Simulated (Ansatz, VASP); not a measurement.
AlGa3N4 in VASP and in Ansatz

INCAR

```
SYSTEM = AlGa3N4
  PREC = Accurate
  ENCUT = 520
  EDIFF = 1E-6
  ISMEAR = 0
  SIGMA = 0.05
  LREAL = .False.
  LASPH = .True.
  NELM = 80
  ALGO = Normal
  ISIF = 2
  LWAVE = .False.
  LCHARG = .False.
  GGA = PS
  NBANDS = 41
```

Contents of KPOINTS:

```
Automatic mesh
0
Gamma
  6 6 6
  0 0 0
```

File POSCAR:

```
AlGa3N4
1.0
    4.4675774128      0.0000000000      0.0000000000
    0.0000000000      4.4675774128      0.0000000000
    0.0000000000      0.0000000000      4.4675774128
Al Ga N
1 3 4
Direct
    0.0000000000      0.0000000000      0.0000000000
    0.5000000000      0.5000000000      0.0000000000
    0.5000000000      0.0000000000      0.5000000000
    0.0000000000      0.5000000000      0.5000000000
    0.7550464072      0.7550464072      0.2449535928
    0.7550464072      0.2449535928      0.7550464072
    0.2449535928      0.7550464072      0.7550464072
    0.2449535928      0.2449535928      0.2449535928
```

Input for Ansatz:

```yaml
crystal:
  lattice:
    - [4.4675774128, 0.0, 0.0]
    - [0.0, 4.4675774128, 0.0]
    - [0.0, 0.0, 4.4675774128]
  atoms:
    - { symbol: Al, position: [0.0, 0.0, 0.0] }
    - { symbol: Ga, position: [0.5, 0.5, 0.0] }
    - { symbol: Ga, position: [0.5, 0.0, 0.5] }
    - { symbol: Ga, position: [0.0, 0.5, 0.5] }
    - { symbol: "N", position: [0.7550464072, 0.7550464072, 0.2449535928] }
    - { symbol: "N", position: [0.7550464072, 0.2449535928, 0.7550464072] }
    - { symbol: "N", position: [0.2449535928, 0.7550464072, 0.7550464072] }
    - { symbol: "N", position: [0.2449535928, 0.2449535928, 0.2449535928] }
basis:
  ecutwfc: 520.0
kpoints:
  mp_grid: { grid: [6, 6, 6] }
hamiltonian:
  xc: pbesol
  pseudopotentials: { kind: paw, azcp: { folder: soft_1 } }
scf:
  occupations: { method: gaussian, width: 0.05 }
output:
  forces: true
  stress: true
  eigenvalues: true
```

Alike in both runs: task single point; functional PBEsol; k mesh 6 × 6 × 6; occupations gaussian, width 0.05 eV; no spin polarisation.

|  | VASP | Ansatz |
| --- | --- | --- |
| version | VASP 6.6.1 | Ansatz 0.2.0 |
| potentials or method | VASP PAW PBE potentials, release 64 (Al, Ga_d, N), cutoff 520 eV | scalar-relativistic, plane waves, PAW |
| valence electrons in the cell | 62 | 62 |

Ansatz gave:

| Quantity | Value |
| --- | --- |
| gap on the k mesh at the Fermi level (eV) | 2.29 |
| least direct gap on the mesh (eV) | 2.29 |
| pressure (GPa) | 0.0 |
| rms of the force components (eV/Å) | 0.000 |

Task: What did VASP give for the same quantities?

Result: gap on the k mesh at the Fermi level (eV): 2.31; least direct gap on the mesh (eV): 2.31; pressure (GPa): -0.2; rms of the force components (eV/Å): 0.005.

VASP's potentials were made for PBE, not for PBEsol, and Ansatz warns of the same on its side. Atom by atom the forces differ by 0.005 eV/Å (rms over components). The functional is the same, so the differences come from potentials, cutoffs and numerics.
